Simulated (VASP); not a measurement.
# TiAl3 (Pmm2) in VASP: band structure with revPBE

Aim: the band structure of TiAl3 with revPBE.

Everything below comes from runs of VASP 6.6.1. Logs are shortened: lines on timing, memory, paths and dates and some standing lists are left out, and cuts for length are marked.

**1. The cell of the first run**

It takes space group Pmm2 (No. 25, orthorhombic). Conventional cell: a = 2.840 Å, b = 4.681 Å, c = 4.901 Å, α = 90.00°, β = 90.00°, γ = 90.00°. Ti (site symmetry mm2) has 10 Al at 2.83 to 2.85 Å and 2 Ti at 2.84 Å within 3.7 Å. Al (site symmetry mm2) has 10 Al at 2.81 to 2.86 Å and 2 Ti at 2.85 Å within 3.7 Å. Within 3.7 Å of Al (site symmetry mm2) lie 8 Al at 2.81 to 2.86 Å and 4 Ti at 2.85 Å. Al (site symmetry mm2) has 4 Ti at 2.83 to 2.84 Å and 8 Al at 2.84 to 2.86 Å within 3.7 Å.

**2. Band structure, revPBE**

The input, INCAR:

```
ALGO = Normal
EDIFF = 1E-7
ENCUT = 550
GGA = RE
GGA_COMPAT = F
ISMEAR = 0
KPAR = 2
LASPH = T
LCHARG = F
LMAXMIX = 4
LREAL = F
LWAVE = F
NBANDS = 24
NELM = 120
PREC = Accurate
SIGMA = 0.04
```

The input, KPOINTS:

```
Automatic mesh
0
Gamma
  15 9 9
  0 0 0
```

The input, KPOINTS_OPT:

```
path GXSYGZURTZ,YT,UX,SR
12
line-mode
reciprocal
 0.0000000000  0.0000000000  0.0000000000  G
 0.5000000000  0.0000000000  0.0000000000  X

 0.5000000000  0.0000000000  0.0000000000  X
 0.5000000000  0.5000000000  0.0000000000  S

 0.5000000000  0.5000000000  0.0000000000  S
 0.0000000000  0.5000000000  0.0000000000  Y

 0.0000000000  0.5000000000  0.0000000000  Y
 0.0000000000  0.0000000000  0.0000000000  G

 0.0000000000  0.0000000000  0.0000000000  G
 0.0000000000  0.0000000000  0.5000000000  Z

 0.0000000000  0.0000000000  0.5000000000  Z
 0.5000000000  0.0000000000  0.5000000000  U

 0.5000000000  0.0000000000  0.5000000000  U
 0.5000000000  0.5000000000  0.5000000000  R

 0.5000000000  0.5000000000  0.5000000000  R
 0.0000000000  0.5000000000  0.5000000000  T

 0.0000000000  0.5000000000  0.5000000000  T
 0.0000000000  0.0000000000  0.5000000000  Z

 0.0000000000  0.5000000000  0.0000000000  Y
 0.0000000000  0.5000000000  0.5000000000  T

 0.5000000000  0.0000000000  0.5000000000  U
 0.5000000000  0.0000000000  0.0000000000  X

 0.5000000000  0.5000000000  0.0000000000  S
 0.5000000000  0.5000000000  0.5000000000  R
```

The input, POSCAR:

```
TiAl3
1.0
    2.8396770000      0.0000000000      0.0000000000
    0.0000000000      4.6812640000      0.0000000000
    0.0000000000      0.0000000000      4.9007420000
Ti Al
1 3
Direct
    0.0000000000      0.5000000000      0.1659160000
    0.0000000000      0.0000000000      0.8359000000
    0.5000000000      0.0000000000      0.3309120000
    0.5000000000      0.5000000000      0.6672710000
```

Potentials or basis: VASP PAW PBE potentials, release 64 (Ti_sv, Al).

Started as:

```
cat potpaw_PBE.64/Ti_sv/POTCAR potpaw_PBE.64/Al/POTCAR > POTCAR
mpirun -np 2 vasp_std > vasp.out
```

OUTCAR:

```text
EDIFF = 1E-7
   ENCUT = 550
   GGA = RE
   ISMEAR = 0
   LASPH = T
   LREAL = F
   NELM = 120
   PREC = Accurate

 ion  position               nearest neighbor table
   1  0.000  0.500  0.166-   4 2.83   4 2.83   4 2.84   4 2.84   2 2.85   2 2.85   3 2.85   3 2.85
                             3 2.85   3 2.85
   2  0.000  0.000  0.836-   3 2.81   3 2.81   1 2.85   1 2.85   3 2.85   3 2.85   4 2.86   4 2.86
                             4 2.86   4 2.86
   3  0.500  0.000  0.331-   2 2.81   2 2.81   2 2.85   2 2.85   1 2.85   1 2.85   1 2.85   1 2.85
                             4 2.86   4 2.86
   4  0.500  0.500  0.667-   1 2.83   1 2.83   1 2.84   1 2.84   2 2.86   2 2.86   2 2.86   2 2.86
                             3 2.86   3 2.86

  LATTYP: Found a simple orthorhombic cell.
 ALAT       =     2.8396770000
 B/A-ratio  =     1.6485198845
 C/A-ratio  =     1.7258096607

  Lattice vectors:

 A1 = (   2.8396770000,   0.0000000000,   0.0000000000)
 A2 = (   0.0000000000,   4.6812640000,   0.0000000000)
 A3 = (   0.0000000000,   0.0000000000,   4.9007420000)

Analysis of symmetry for initial positions (statically):
=====================================================================
 Subroutine PRICEL returns:
 Original cell was already a primitive cell.

 Routine SETGRP: Setting up the symmetry group for a
 simple orthorhombic supercell.

 Subroutine GETGRP returns: Found  4 space group operations
 (whereof  4 operations were pure point group operations)
 out of a pool of  8 trial point group operations.

The static configuration has the point symmetry C_2v.

Analysis of symmetry for dynamics (positions and initial velocities):
=====================================================================
 Subroutine PRICEL returns:
 Original cell was already a primitive cell.

 Routine SETGRP: Setting up the symmetry group for a
 simple orthorhombic supercell.

 Subroutine GETGRP returns: Found  4 space group operations
 (whereof  4 operations were pure point group operations)
 out of a pool of  8 trial point group operations.

The dynamic configuration has the point symmetry C_2v.

 Subroutine INISYM returns: Found  4 space group operations
 (whereof  4 operations are pure point group operations),
 and found     1 'primitive' translations

----------------------------------------------------------------------------------------

                                     Primitive cell

  volume of cell :      65.1469

  direct lattice vectors                    reciprocal lattice vectors
     2.839677000  0.000000000  0.000000000     0.352152727  0.000000000  0.000000000
     0.000000000  4.681264000  0.000000000     0.000000000  0.213617519  0.000000000
     0.000000000  0.000000000  4.900742000     0.000000000  0.000000000  0.204050734

  length of vectors
     2.839677000  4.681264000  4.900742000     0.352152727  0.213617519  0.204050734

  position of ions in fractional coordinates (direct lattice)
     0.000000000  0.500000000  0.165916000
     0.000000000  0.000000000  0.835900000
     0.500000000  0.000000000  0.330912000
     0.500000000  0.500000000  0.667271000

  ion indices of the primitive-cell ions
   primitive index   ion index
                 1           1
                 2           2
                 3           3
                 4           4

----------------------------------------------------------------------------------------

 KPOINTS: Automatic mesh

Automatic generation of k-mesh.
 Grid dimensions read from file:
 generate k-points for:   15    9    9

 Generating k-lattice:

  Cartesian coordinates                     Fractional coordinates (reciprocal lattice)
     0.023476848  0.000000000  0.000000000     0.066666667  0.000000000  0.000000000
     0.000000000  0.023735280  0.000000000     0.000000000  0.111111111  0.000000000
     0.000000000  0.000000000  0.022672304     0.000000000  0.000000000  0.111111111

  Length of vectors
     0.023476848  0.023735280  0.022672304

  Shift w.r.t. Gamma in fractional coordinates (k-lattice)
     0.000000000  0.000000000  0.000000000

 Subroutine IBZKPT returns following result:
 ===========================================

 Found    200 irreducible k-points:

 Following reciprocal coordinates:
            Coordinates               Weight
  0.000000  0.000000  0.000000      1.000000
  0.066667  0.000000  0.000000      2.000000
  0.133333  0.000000  0.000000      2.000000
  0.200000  0.000000  0.000000      2.000000
  0.266667  0.000000  0.000000      2.000000
  0.333333  0.000000  0.000000      2.000000
[... 16 lines left out ...]
  0.400000  0.222222  0.000000      4.000000
  0.466667  0.222222  0.000000      4.000000
 [... further k-points ...]
   k-points           NKPTS =    200   k-points in BZ     NKDIM =    200   number of bands    NBANDS=     24
   number of dos      NEDOS =    301   number of ions     NIONS =      4
   total plane-waves  NPLWV =  34560
   dimension x,y,z NGX =    24 NGY =   36 NGZ =   40
   dimension x,y,z NGXF=    48 NGYF=   72 NGZF=   80
   ions per type =               1   3
   NGX,Y,Z   is equivalent  to a cutoff of  14.05, 12.78, 13.57 a.u.
   NGXF,Y,Z  is equivalent  to a cutoff of  28.10, 25.57, 27.14 a.u.
 SYSTEM =  unknown system
   PREC   = accura    normal or accurate (medium, high low for compatibility)
   ISTART =      0    job   : 0-new  1-cont  2-samecut
   ICHARG =      2    charge: 1-file 2-atom 10-const
   ISPIN  =      1    spin polarized calculation?
   LNONCOLLINEAR =      F non collinear calculations
   LSORBIT =      F    spin-orbit coupling
   LASPH  =      T    aspherical Exc in radial PAW
   ENCUT  =  550.0 eV  40.42 Ry    6.36 a.u.   5.43  8.95  9.37*2*pi/ulx,y,z
   NELM   =    120;   NELMIN=  2; NELMDL= -5     # of ELM steps
   EDIFF  = 0.1E-06   stopping-criterion for ELM
   LREAL  =      F    real-space projection
   EDIFFG = 0.1E-05   stopping-criterion for IOM
   NSW    =      0    number of steps for IOM
   IBRION =     -1    ionic relax: 0-MD 1-quasi-New 2-CG
   NFREE  =      0    steps in history (QN), initial steepest desc. (CG)
   ISIF   =      2    stress and relaxation
   ISYM   =      2    0-nonsym 1-usesym 2-fastsym
   POTIM  = 0.5000    time-step for ionic-motion
   TEBEG  =    0.0;   TEEND  =   0.0 temperature during run

   SCALEE = 1.0000    scale energy and forces
   PSTRESS=    0.0 pullay stress
   NELECT =      21.0000    total number of electrons
   NUPDOWN=      -1.0000    fix difference up-down
   EMIN   =  10.00;   EMAX   =-10.00  energy-range for DOS
   EFERMI =   0.00;   METHOD = LEGACY
   ISMEAR =     0;   SIGMA  =   0.04  broadening in eV -4-tet -1-fermi 0-gaus
   EFERMI_NEDOS =   21; number of points for ismear=-14 and -15
   IALGO  =     38    algorithm
   IMIX   =      4    mixing-type and parameters
     AMIX     =   0.40;   BMIX     =  1.00
     AMIX_MAG =   1.60;   BMIX_MAG =  1.00
  volume/ion in A,a.u.               =      16.29       109.91
  Fermi-wavevector in a.u.,A,eV,Ry     =   1.122492  2.121202 17.143184  1.259988
  Thomas-Fermi vector in A             =   2.259152
   LORBIT       =      0    0 simple, 1 ext, 2 COOP (PROOUT), +10 PAW based schemes
   GGA     = RE    functional components
   LHFCALC =     F    Hartree Fock is set to
   AEXX    =    0.0000 exact exchange contribution
   IVDW    =     0    specifies the selected vdW correction
   LEPSILON=     F    determine dielectric tensor
   LRPA    =     F    only Hartree local field effects (RPA)

   CSHIFT  =0.1000    complex shift for real part using Kramers Kronig

   OMEGAMAX=  -1.0    maximum frequency
 non-spin polarized calculation
 Gauss-broadening in eV      SIGMA  =   0.04
  energy-cutoff  :      550.00
  volume of cell :       65.15
 maximum number of plane-waves:      1946
 NGX is ok and might be reduce to    24
   NGX = 11   NGY = 17   NGZ = 19

 number of electron      20.9999998 magnetization

 Free energy of the ion-electron system (eV)
  ---------------------------------------------------
  ext. energy  EPLUGINS =         0.00000000
  ---------------------------------------------------
  free energy    TOTEN  =       -19.12022146 eV

  energy without entropy =      -19.11793832  energy(sigma->0) =      -19.11907989

 E-fermi :   8.1245     XC(G=0): -10.5791

 val. band max:        8.1174995225   @ k =   0.4000   0.2222   0.3333
 cond. band min:       8.1344619768   @ k =   0.0667   0.2222   0.3333
 fundamental gap:      0.0169624544
 Fermi energy:         8.1245127992

 k-point     1 :       0.0000    0.0000    0.0000
  band No.  band energies     occupation
      1     -48.4857      2.00000
      2     -24.7633      2.00000
      3     -24.7578      2.00000
      4     -24.3939      2.00000
      5      -1.9968      2.00000
      6       3.0724      2.00000
[... 14 lines left out ...]
     21      19.6295      0.00000
     22      20.7211      0.00000

 k-point     2 :       0.0667    0.0000    0.0000
  band No.  band energies     occupation
      1     -48.4834      2.00000
      2     -24.7611      2.00000
      3     -24.7555      2.00000
      4     -24.4132      2.00000
      5      -1.9137      2.00000
      6       3.1472      2.00000
[... 14 lines left out ...]
     21      18.7113      0.00000
     22      19.4412      0.00000

 k-point     3 :       0.1333    0.0000    0.0000
  band No.  band energies     occupation
      1     -48.4770      2.00000
      2     -24.7548      2.00000
      3     -24.7491      2.00000
      4     -24.4675      2.00000
      5      -1.6651      2.00000
      6       3.3703      2.00000
[... 14 lines left out ...]
     21      17.7794      0.00000
     22      18.1398      0.00000

 k-point     4 :       0.2000    0.0000    0.0000
  band No.  band energies     occupation
      1     -48.4675      2.00000
      2     -24.7455      2.00000
      3     -24.7396      2.00000
      4     -24.5469      2.00000
      5      -1.2536      2.00000
      6       3.7372      2.00000
[... 14 lines left out ...]
     21      16.2229      0.00000
     22      16.4764      0.00000

 k-point     5 :       0.2667    0.0000    0.0000
  band No.  band energies     occupation
      1     -48.4566      2.00000
      2     -24.7348      2.00000
      3     -24.7287      2.00000
      4     -24.6371      2.00000
      5      -0.6827      2.00000
      6       4.2387      2.00000
[... 417 lines left out ...]
 k-point    22 :       0.3333    0.2222    0.0000
  band No.  band energies     occupation
      1     -48.4462      2.00000
      2     -24.7256      2.00000
      3     -24.7224      2.00000
      4     -24.7181      2.00000
      5       0.3430      2.00000
      6       3.8063      2.00000
[... 14 lines left out ...]
     21      16.0104      0.00000
     22      16.6041      0.00000

 k-point    23 :       0.4000    0.2222    0.0000
  band No.  band energies     occupation
      1     -48.4380      2.00000
      2     -24.7884      2.00000
      3     -24.7175      2.00000
      4     -24.7100      2.00000
      5       1.2048      2.00000
      6       4.3892      2.00000
[... 14 lines left out ...]
     21      15.4654      0.00000
     22      15.6811      0.00000

 k-point    24 :       0.4667    0.2222    0.0000
  band No.  band energies     occupation
      1     -48.4335      2.00000
      2     -24.8243      2.00000
      3     -24.7131      2.00000
      4     -24.7055      2.00000
      5       2.2004      2.00000
      6       3.3393      2.00000
[... 14 lines left out ...]
     21      14.9675      0.00000
     22      15.2429      0.00000

 [... further k-points ...]

 [bands above 22 left out]

------------------------ aborting loop because EDIFF is reached ----------------------------------------

  FORCE on cell =-STRESS in cart. coord.  units (eV):
  Direction    XX          YY          ZZ          XY          YZ          ZX
  --------------------------------------------------------------------------------------
  -------------------------------------------------------------------------------------
  Total        0.1275482      0.7952316      0.7929292      0.0000000      0.0000000      0.0000000
  in kB        3.1368290     19.5573639     19.5007383      0.0000000      0.0000000      0.0000000
  external PRESSURE =      14.0649771 kB  Pullay stress =       0.0000000 kB

 VOLUME and BASIS-vectors are now :
 -----------------------------------------------------------------------------
  energy-cutoff  :      550.00
  volume of cell :       65.15
      direct lattice vectors                 reciprocal lattice vectors
     2.839677000  0.000000000  0.000000000     0.352152727  0.000000000  0.000000000
     0.000000000  4.681264000  0.000000000     0.000000000  0.213617519  0.000000000
     0.000000000  0.000000000  4.900742000     0.000000000  0.000000000  0.204050734

 POSITION                                       TOTAL-FORCE (eV/Angst)
 -----------------------------------------------------------------------------------
      0.00000      2.34063      0.81311         0.000000      0.000000     -0.035923
      0.00000      0.00000      4.09653         0.000000      0.000000      0.006293
      1.41984      0.00000      1.62171         0.000000      0.000000      0.033470
      1.41984      2.34063      3.27012         0.000000      0.000000     -0.003840
 -----------------------------------------------------------------------------------
    total drift:                               -0.000000      0.000000     -0.000051

  FREE ENERGIE OF THE ION-ELECTRON SYSTEM (eV)
  ---------------------------------------------------
  free  energy   TOTEN  =       -19.1202214645 eV

  energy  without entropy=      -19.1179383232  energy(sigma->0) =      -19.11907989
```

It took 3 min on 2 MPI ranks of Intel Xeon Platinum 8259CL at 2.50GHz (Skylake/Cascade Lake), shared host; peak memory 0.53 GiB.

Results:

```yaml
Free_energy: -19.1202 eV
Pressure: 1.4 GPa
Largest_force: 0.036 eV/Å
Band_gap_along_the_path: zero within the smearing
```

Forces in eV/Å, atoms in the order of the input:
```
Ti   0.000  0.000 -0.036
Al   0.000  0.000  0.006
Al   0.000  0.000  0.033
Al   0.000  0.000 -0.004
```

Stress tensor (GPa, compression positive):
```
0.31 0.00 0.00
0.00 1.96 0.00
0.00 0.00 1.95
```

Levels at the corners of the path, in eV from the Fermi level:
```
point  band 8  band 9  band 10  band 11  band 12  band 13  band 14  band 15
    Γ   -3.49   -2.62    -0.75    -0.36     2.37     2.43     2.73     2.80
    X   -1.94   -1.72     0.39     0.61     0.74     1.38     1.54     2.27
    X   -1.94   -1.72     0.39     0.61     0.74     1.38     1.54     2.27
    S   -3.31   -1.65    -0.46    -0.28     0.80     1.14     1.34     3.40
    S   -3.31   -1.65    -0.46    -0.28     0.80     1.14     1.34     3.40
    Y   -3.10   -2.00    -1.47    -0.12     2.27     2.38     2.68     3.11
    Y   -3.10   -2.00    -1.47    -0.12     2.27     2.38     2.68     3.11
    Γ   -3.49   -2.62    -0.75    -0.36     2.37     2.43     2.73     2.80
    Γ   -3.49   -2.62    -0.75    -0.36     2.37     2.43     2.73     2.80
    Z   -2.22   -2.08    -1.06    -0.26     2.26     2.29     2.44     3.25
    Z   -2.22   -2.08    -1.06    -0.26     2.26     2.29     2.44     3.25
    U   -3.45   -1.28    -0.17    -0.09     0.59     1.20     1.97     3.28
    U   -3.45   -1.28    -0.17    -0.09     0.59     1.20     1.97     3.28
    R   -3.24   -2.78    -2.75    -0.80    -0.18     1.05     2.09     2.38
    R   -3.24   -2.78    -2.75    -0.80    -0.18     1.05     2.09     2.38
    T   -4.79   -0.14     0.00     0.78     2.29     2.30     3.71     5.02
    T   -4.79   -0.14     0.00     0.78     2.29     2.30     3.71     5.02
    Z   -2.22   -2.08    -1.06    -0.26     2.26     2.29     2.44     3.25
    Y   -3.10   -2.00    -1.47    -0.12     2.27     2.38     2.68     3.11
    T   -4.79   -0.14     0.00     0.78     2.29     2.30     3.71     5.02
    U   -3.45   -1.28    -0.17    -0.09     0.59     1.20     1.97     3.28
    X   -1.94   -1.72     0.39     0.61     0.74     1.38     1.54     2.27
    S   -3.31   -1.65    -0.46    -0.28     0.80     1.14     1.34     3.40
    R   -3.24   -2.78    -2.75    -0.80    -0.18     1.05     2.09     2.38
```

Caveat: the PAW data sets were made with another functional, which shifts forces and pressure a little.
